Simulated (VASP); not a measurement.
# Al2W2O (P4/mmm) in VASP: further runs

Al2W2O is run at these levels: PBE; tasks: single point, relaxation of cell and atoms.

Program: VASP 6.6.1. These are calculated values, not measurements. Logs are shortened: lines on timing, memory, paths and dates and some standing lists are left out, and cuts for length are marked.

**1. The cell of the first run**

The structure is tetragonal, space group P4/mmm (No. 123). Conventional cell: a = 4.555 Å, b = 4.555 Å, c = 4.761 Å, α = 90.00°, β = 90.00°, γ = 90.00°. Within 3.0 Å of Al (site symmetry 4/mmm) lie 4 W at 2.28 Å and 2 Al at 2.38 Å. Within 3.1 Å of Al (site symmetry 4/mmm) lie 2 Al at 2.38 Å. Within 3.0 Å of W (site symmetry mmm) lie 2 Al at 2.28 Å and 2 O at 2.28 Å. O (site symmetry 4/mmm) has 4 W at 2.28 Å within 3.0 Å.

The cell was generated, and may not be a known phase.

**2. Single point, PBE**

File INCAR:

```
  PREC = Accurate
  ENCUT = 520
  EDIFF = 1E-7
  ISMEAR = 0
  SIGMA = 0.1
  LREAL = False
  LASPH = True
  NELM = 80
  ALGO = Normal
  ISIF = 2
  LWAVE = False
  LCHARG = False
  GGA = PE
  NBANDS = 28
```

File KPOINTS:

```
Automatic mesh
0
Gamma
  8 8 8
```

File POSCAR:

```
Al2W2O
1.0
    4.5549008180      0.0000000000      0.0000000000
    0.0000000000      4.5549008180      0.0000000000
    0.0000000000      0.0000000000      4.7608555630
Al W O
2 2 1
Direct
    0.5000000000      0.5000000000      0.0000000000
    0.5000000000      0.5000000000      0.5000000000
    0.0000000000      0.5000000000      0.0000000000
    0.5000000000      0.0000000000      0.0000000000
    0.0000000000      0.0000000000      0.0000000000
```

Potentials or basis: VASP PAW PBE potentials, release 64 (Al, W_sv, O).

On the command line:

```console
cat potpaw_PBE.64/Al/POTCAR potpaw_PBE.64/W_sv/POTCAR potpaw_PBE.64/O/POTCAR > POTCAR
mpirun -np 1 vasp_std > vasp.out
```

OUTCAR:

```text
PREC = Accurate
   ENCUT = 520
   EDIFF = 1E-7
   ISMEAR = 0
   LREAL = False
   LASPH = True
   NELM = 80
   ISIF = 2
   GGA = PE

 ion  position               nearest neighbor table
   1  0.500  0.500  0.000-   3 2.28   4 2.28   4 2.28   3 2.28   2 2.38   2 2.38
   2  0.500  0.500  0.500-   1 2.38   1 2.38   4 3.29   3 3.29   3 3.29   4 3.29   4 3.29   4 3.29
                             3 3.29   3 3.29
   3  0.000  0.500  0.000-   1 2.28   5 2.28   5 2.28   1 2.28   4 3.22   4 3.22   4 3.22   4 3.22
                             2 3.29   2 3.29   2 3.29   2 3.29
   4  0.500  0.000  0.000-   1 2.28   5 2.28   1 2.28   5 2.28   3 3.22   3 3.22   3 3.22   3 3.22
                             2 3.29   2 3.29   2 3.29   2 3.29
   5  0.000  0.000  0.000-   3 2.28   4 2.28   3 2.28   4 2.28

  LATTYP: Found a simple tetragonal cell.
 ALAT       =     4.5549008180
 C/A-ratio  =     1.0452160768

  Lattice vectors:

 A1 = (   4.5549008180,   0.0000000000,   0.0000000000)
 A2 = (   0.0000000000,   4.5549008180,   0.0000000000)
 A3 = (   0.0000000000,   0.0000000000,   4.7608555630)

Analysis of symmetry for initial positions (statically):
=====================================================================
 Subroutine PRICEL returns:
 Original cell was already a primitive cell.

 Routine SETGRP: Setting up the symmetry group for a
 simple tetragonal supercell.

 Subroutine GETGRP returns: Found 16 space group operations
 (whereof 16 operations were pure point group operations)
 out of a pool of 16 trial point group operations.

The static configuration has the point symmetry D_4h.

Analysis of symmetry for dynamics (positions and initial velocities):
=====================================================================
 Subroutine PRICEL returns:
 Original cell was already a primitive cell.

 Routine SETGRP: Setting up the symmetry group for a
 simple tetragonal supercell.

 Subroutine GETGRP returns: Found 16 space group operations
 (whereof 16 operations were pure point group operations)
 out of a pool of 16 trial point group operations.

The dynamic configuration has the point symmetry D_4h.

 Subroutine INISYM returns: Found 16 space group operations
 (whereof 16 operations are pure point group operations),
 and found     1 'primitive' translations

----------------------------------------------------------------------------------------

                                     Primitive cell

[... 97 lines left out ...]
   LREAL  =      F    real-space projection
   EDIFFG = 0.1E-05   stopping-criterion for IOM
   NSW    =      0    number of steps for IOM
   IBRION =     -1    ionic relax: 0-MD 1-quasi-New 2-CG
   NFREE  =      0    steps in history (QN), initial steepest desc. (CG)
   ISIF   =      2    stress and relaxation
   ISYM   =      2    0-nonsym 1-usesym 2-fastsym
   POTIM  = 0.5000    time-step for ionic-motion
   TEBEG  =    0.0;   TEEND  =   0.0 temperature during run
   PSTRESS=    0.0 pullay stress
   NELECT =      40.0000    total number of electrons
   NUPDOWN=      -1.0000    fix difference up-down
   EMIN   =  10.00;   EMAX   =-10.00  energy-range for DOS
   EFERMI =   0.00;   METHOD = LEGACY
   ISMEAR =     0;   SIGMA  =   0.10  broadening in eV -4-tet -1-fermi 0-gaus
   EFERMI_NEDOS =   21; number of points for ismear=-14 and -15
   IALGO  =     38    algorithm
   IMIX   =      4    mixing-type and parameters
     AMIX     =   0.40;   BMIX     =  1.00
     AMIX_MAG =   1.60;   BMIX_MAG =  1.00
  volume/ion in A,a.u.               =      19.75       133.31
  Fermi-wavevector in a.u.,A,eV,Ry     =   1.211194  2.288826 19.959638  1.466992
  Thomas-Fermi vector in A             =   2.346718
   LORBIT       =      0    0 simple, 1 ext, 2 COOP (PROOUT), +10 PAW based schemes
   GGA     = PE    functional components
   LHFCALC =     F    Hartree Fock is set to
   AEXX    =    0.0000 exact exchange contribution
   IVDW    =     0    specifies the selected vdW correction
   LEPSILON=     F    determine dielectric tensor
   LRPA    =     F    only Hartree local field effects (RPA)
 non-spin polarized calculation
 Gauss-broadening in eV      SIGMA  =   0.10
  energy-cutoff  :      520.00
  volume of cell :       98.77
 maximum number of plane-waves:      2690
 NGX is ok and might be reduce to    36
   NGX = 17   NGY = 17   NGZ = 17

 number of electron      39.9999990 magnetization

 Free energy of the ion-electron system (eV)
  ---------------------------------------------------
  ext. energy  EPLUGINS =         0.00000000
  ---------------------------------------------------
  free energy    TOTEN  =       -31.86408048 eV

  energy without entropy =      -31.83443553  energy(sigma->0) =      -31.84925801

 E-fermi :   5.4664     XC(G=0):  -9.9678

 val. band max:        5.4655868233   @ k =   0.3750   0.0000   0.3750
 cond. band min:       5.4737409072   @ k =   0.2500   0.1250   0.3750
 fundamental gap:      0.0081540839
 Fermi energy:         5.4664299924

 k-point     1 :       0.0000    0.0000    0.0000
  band No.  band energies     occupation
      1     -69.1186      2.00000
      2     -69.1046      2.00000
      3     -33.6693      2.00000
      4     -33.6693      2.00000
      5     -33.1875      2.00000
      6     -33.1875      2.00000
[... 733 lines left out ...]
     27       8.9243      0.00000
     28       9.8877      0.00000

 [... further k-points ...]

------------------------ aborting loop because EDIFF is reached ----------------------------------------

  FORCE on cell =-STRESS in cart. coord.  units (eV):
  Direction    XX          YY          ZZ          XY          YZ          ZX
  --------------------------------------------------------------------------------------
  -------------------------------------------------------------------------------------
  Total        0.1380555      0.1380555     -0.0014031      0.0000000      0.0000000      0.0000000
  in kB        2.2393479      2.2393479     -0.0227585      0.0000000      0.0000000      0.0000000
  external PRESSURE =       1.4853124 kB  Pullay stress =       0.0000000 kB

 VOLUME and BASIS-vectors are now :
 -----------------------------------------------------------------------------
  energy-cutoff  :      520.00
  volume of cell :       98.77
      direct lattice vectors                 reciprocal lattice vectors
     4.554900818  0.000000000  0.000000000     0.219543749  0.000000000  0.000000000
     0.000000000  4.554900818  0.000000000     0.000000000  0.219543749  0.000000000
     0.000000000  0.000000000  4.760855563     0.000000000  0.000000000  0.210046280

 POSITION                                       TOTAL-FORCE (eV/Angst)
 -----------------------------------------------------------------------------------
      2.27745      2.27745      0.00000         0.000000      0.000000      0.000000
      2.27745      2.27745      2.38043         0.000000      0.000000      0.000000
      0.00000      2.27745      0.00000         0.000000      0.000000      0.000000
      2.27745      0.00000      0.00000         0.000000      0.000000      0.000000
      0.00000      0.00000      0.00000         0.000000      0.000000      0.000000
 -----------------------------------------------------------------------------------
    total drift:                                0.000000     -0.000000     -0.000000

  FREE ENERGIE OF THE ION-ELECTRON SYSTEM (eV)
  ---------------------------------------------------
  free  energy   TOTEN  =       -31.8640804813 eV

  energy  without entropy=      -31.8344355293  energy(sigma->0) =      -31.84925801
```

stdout:

```text
POSCAR found type information on POSCAR AlW O
 POSCAR found :  3 types and       5 ions
 scaLAPACK will be used
 LDA part: xc-table for (Slater+PW92), standard interpolation
 POSCAR, INCAR and KPOINTS ok, starting setup
 FFT: planning ... GRIDC
 FFT: planning ... GRID_SOFT
 FFT: planning ... GRID
 WAVECAR not read
 entering main loop
```

Wall time 4.4 min (1 thread of AMD EPYC 7R13, shared host); peak memory 0.33 GiB.

What came out:

```
Free energy            : -31.8641 eV
Pressure               : 0.1 GPa
Band gap on the k mesh : zero (bands 20 and 21 overlap by 1.29 eV)
```

Levels at points of the mesh, in eV from the Fermi level:
| k point | band 18 | band 19 | band 20 | band 21 | band 22 | band 23 |
| --- | --- | --- | --- | --- | --- | --- |
| (0.00, 0.00, 0.00) | -1.82 | -0.55 | -0.14 | 0.10 | 0.10 | 0.49 |
| (0.50, 0.00, 0.00) | -1.70 | -1.27 | -0.41 | -0.29 | 0.67 | 1.03 |
| (0.50, 0.50, 0.00) | -1.68 | 0.70 | 0.75 | 0.94 | 0.99 | 1.56 |
| (0.00, 0.00, 0.50) | -0.99 | -0.18 | 0.37 | 0.37 | 0.52 | 1.18 |
| (0.50, 0.00, 0.50) | -0.73 | -0.52 | -0.37 | -0.34 | -0.09 | 0.67 |
| (0.50, 0.50, 0.50) | -0.72 | -0.03 | -0.03 | 0.51 | 0.57 | 0.93 |

Caveat: spin-orbit coupling is left out, which moves the levels of the heavy elements.

**3. Relaxation of cell and atoms, PBE**

File INCAR:

```
PREC     = Accurate       # precision mode
ENCUT    = 600            # plane-wave cutoff, eV
EDIFF    = 1E-6           # SCF threshold, eV
ISMEAR   = 0              # smearing method
SIGMA    = 0.1            # smearing width, eV
LREAL    = F              # projectors in reciprocal space
LASPH    = T              # aspherical terms in the spheres
NELM     = 80             # most SCF steps
ALGO     = Normal         # electronic algorithm
ISIF     = 3              # what is computed and relaxed
LWAVE    = F              # write WAVECAR
LCHARG   = F              # write CHGCAR
GGA      = PE             # functional
IBRION   = 2              # ionic algorithm
NSW      = 100            # ionic steps
EDIFFG   = -0.01          # ionic threshold
```

File KPOINTS:

```
regular mesh
0
Gamma
  8 8 8
```

POSCAR, as its differences from that of step 2:

```diff
@@ -2,5 +2,5 @@
 1.0
-    4.5549008180      0.0000000000      0.0000000000
-    0.0000000000      4.5549008180      0.0000000000
-    0.0000000000      0.0000000000      4.7608555630
+    4.5439355416      0.0000000000      0.0000000000
+    0.0000000000      4.5439355416      0.0000000000
+    0.0000000000      0.0000000000      4.7934123797
 Al W O
```

Potentials or basis: VASP PAW PBE potentials, release 64 (Al, W_sv, O).

On the command line:

```console
cat potpaw_PBE.64/Al/POTCAR potpaw_PBE.64/W_sv/POTCAR potpaw_PBE.64/O/POTCAR > POTCAR
mpirun -np 1 vasp_std > vasp.out
```

Run time: 11 min. Hardware: 1 thread of AMD EPYC 7R13, shared host; peak memory 0.38 GiB.

Results (log left out):

```yaml
Free_energy: -31.8666 eV
Relaxed_volume: 19.78 Å³/atom
Relaxed_cell: a = 4.558 Å, b = 4.558 Å, c = 4.762 Å, α = 90.00°, β = 90.00°, γ = 90.00°
Space_group_after_relaxing_to_0.1_Å: P4/mmm (No. 123)
Energy_gained_by_relaxing: 0.8 meV/atom
Ionic_steps: 4
Pressure_after_relaxing: 0.0 GPa
Band_gap_on_the_k_mesh: zero (bands 20 and 21 overlap by 1.29 eV)
```

Step by step:
| step | energy change (eV) | largest force (eV/Å) | pressure (GPa) | volume (Å³) |
| --- | --- | --- | --- | --- |
| 1 | 0.0000 | 0.0000 | 0.41 | 98.97 |
| 2 | -0.0011 | 0.0000 | -0.91 | 99.70 |
| 3 | -0.0031 | 0.0000 | -0.34 | 99.37 |
| 4 | -0.0038 | 0.0000 | -0.03 | 98.91 |

Final structure:
```
CELL_PARAMETERS angstrom
4.55769 0.00000 0.00000
0.00000 4.55769 0.00000
0.00000 0.00000 4.76168
ATOMIC_POSITIONS crystal
Al 0.50000 0.50000 0.00000
Al 0.50000 0.50000 0.50000
W 0.00000 0.50000 0.00000
W 0.50000 0.00000 0.00000
O 0.00000 0.00000 0.00000
```

Levels at points of the mesh, in eV from the Fermi level:
| k point | band 16 | band 17 | band 18 | band 19 | band 20 | band 21 | band 22 | band 23 | band 24 |
| --- | --- | --- | --- | --- | --- | --- | --- | --- | --- |
| (0.00, 0.00, 0.00) | -2.03 | -1.82 | -1.82 | -0.55 | -0.14 | 0.09 | 0.09 | 0.49 | 0.49 |
| (0.50, 0.00, 0.00) | -2.69 | -2.54 | -1.70 | -1.27 | -0.41 | -0.29 | 0.67 | 1.02 | 1.21 |
| (0.50, 0.50, 0.00) | -4.36 | -1.68 | -1.68 | 0.70 | 0.75 | 0.94 | 0.99 | 1.55 | 1.55 |
| (0.00, 0.00, 0.50) | -2.45 | -2.45 | -0.99 | -0.18 | 0.37 | 0.37 | 0.51 | 1.17 | 1.35 |
| (0.50, 0.00, 0.50) | -2.48 | -1.90 | -0.72 | -0.52 | -0.37 | -0.34 | -0.09 | 0.67 | 1.26 |
| (0.50, 0.50, 0.50) | -4.13 | -0.72 | -0.72 | -0.03 | -0.03 | 0.51 | 0.57 | 0.93 | 1.38 |

Caveat: spin-orbit coupling is left out, which moves the levels of the heavy elements.
